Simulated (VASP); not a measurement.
Input of a VASP 6.6.1 run:

File INCAR:

```
SYSTEM = MoS2
ALGO = Normal
EDIFF = 1E-7
ENCUT = 520
GGA = PS
ISIF = 2
ISMEAR = 0
LASPH = .True.
LCHARG = .False.
LREAL = .False.
LWAVE = .False.
NBANDS = 35
NELM = 100
PREC = Accurate
SIGMA = 0.1
```

Contents of KPOINTS:

```
k-points
0
Gamma
  9 9 2
  0 0 0
```

POSCAR

```
MoS2
1.0
    3.0981962768      0.0000000000      0.0000000000
   -1.5490981384      2.6831166816      0.0000000000
    0.0000000000      0.0000000000     11.5721365640
Mo S
2 4
Direct
    0.3333333333      0.6666666667      0.2500000000
    0.6666666667      0.3333333333      0.7500000000
    0.3333333333      0.6666666667      0.6147498048
    0.6666666667      0.3333333333      0.1147498048
    0.3333333333      0.6666666667      0.8852501952
    0.6666666667      0.3333333333      0.3852501952
```

Potentials or basis: VASP PAW PBE potentials, release 64 (Mo_sv, S).

Command:

```console
$ cat potpaw_PBE.64/Mo_sv/POTCAR potpaw_PBE.64/S/POTCAR > POTCAR
$ mpirun -np 1 vasp_std > vasp.out
```

**Question.** Predict the largest force.

**Answer.** 0.040 eV/Å.

**Question.** Predict the pressure.

**Answer.** 5.5 GPa.

**Question.** What does it give for the band gap on the k mesh?

**Answer.** 0.58 eV, indirect (least direct gap 1.82 eV).

Forces on the atoms (eV/Å):
```
Mo   0.000  0.000  0.000
Mo   0.000  0.000  0.000
S    0.000  0.000  0.040
S    0.000  0.000  0.040
S    0.000  0.000 -0.040
S    0.000  0.000 -0.040
```

Caveat: the PAW data sets were made with another functional, which shifts forces and pressure a little. A k mesh can miss the band edges.
